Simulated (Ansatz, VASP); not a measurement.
**SiO2 in VASP and in Ansatz**

File INCAR:

```
SYSTEM = SiO2
ALGO = Normal ; EDIFF = 1E-6
ENCUT = 520 ; GGA = PE
ISIF = 2 ; ISMEAR = -1
LASPH = .TRUE. ; LCHARG = .FALSE.
LREAL = .FALSE. ; LWAVE = .FALSE.
NBANDS = 25 ; NELM = 80
PREC = Accurate ; SIGMA = 0.02
```

The input KPOINTS:

```
k-points
0
G
  6 6 10
  0 0 0
```

File POSCAR:

```
SiO2
1.0
    4.1014850227      0.0000000000      0.0000000000
    0.0000000000      4.1014850227      0.0000000000
    0.0000000000      0.0000000000      2.6154630931
Si O
2 4
Direct
    0.0000000000      0.0000000000      0.0000000000
    0.5000000000      0.5000000000      0.5000000000
    0.3041475490      0.3041475490      0.0000000000
    0.1958524510      0.8041475490      0.5000000000
    0.8041475490      0.1958524510      0.5000000000
    0.6958524510      0.6958524510      0.0000000000
```

Input for Ansatz:

```yaml
crystal:
  lattice:
    - [4.1014850227, 0.0, 0.0]
    - [0.0, 4.1014850227, 0.0]
    - [0.0, 0.0, 2.6154630931]
  atoms:
    - { symbol: Si, position: [0.0, 0.0, 0.0] }
    - { symbol: Si, position: [0.5, 0.5, 0.5] }
    - { symbol: O, position: [0.304147549, 0.304147549, 0.0] }
    - { symbol: O, position: [0.195852451, 0.804147549, 0.5] }
    - { symbol: O, position: [0.804147549, 0.195852451, 0.5] }
    - { symbol: O, position: [0.695852451, 0.695852451, 0.0] }
kpoints:
  mp_grid: { grid: [6, 6, 10] }
  band_path:
    path:
      - [0.0, 0.0, 0.0]
      - [0.0, 0.5, 0.0]
      - [0.5, 0.5, 0.0]
      - [0.0, 0.0, 0.5]
      - [0.0, 0.5, 0.5]
      - [0.5, 0.5, 0.5]
    npoints: 1
hamiltonian:
  xc: pbe
scf:
  occupations: { method: fermi_dirac, width: 0.02 }
  n_extra_bands: 5
output:
  forces: true
  stress: true
  eigenvalues: true
```

Change from the starting cell: hydrostatic strain -2.0%.

Alike in both runs: task single point; functional PBE; k mesh 6 × 6 × 10; occupations fermi-dirac, width 0.02 eV; no spin polarisation.

|  | VASP | Ansatz |
| --- | --- | --- |
| version | VASP 6.6.1 | Ansatz 0.2.0 |
| potentials or method | VASP PAW PBE potentials, release 64 (Si, O) | plane waves, PAW |
| plane-wave cutoff (eV) | 520 | 420 |
| valence electrons in the cell | 32 | 32 |

Ansatz gave:

```
gap on the k mesh at the Fermi level (eV)                     : 6.59
pressure (GPa)                                                : 31.6
traceless stress, the component that is largest in VASP (GPa) : 4.56
rms of the force components (eV/Å)                            : 0.040
```

Question: Estimate VASP's values.

Answer: gap on the k mesh at the Fermi level (eV): 6.58; pressure (GPa): 31.9; traceless stress, the component that is largest in VASP (GPa): 5.04; rms of the force components (eV/Å): 0.049.

Atom by atom the forces differ by 0.009 eV/Å (rms over components). Both programs put the cell under a high pressure, so it lies far from rest at this level.
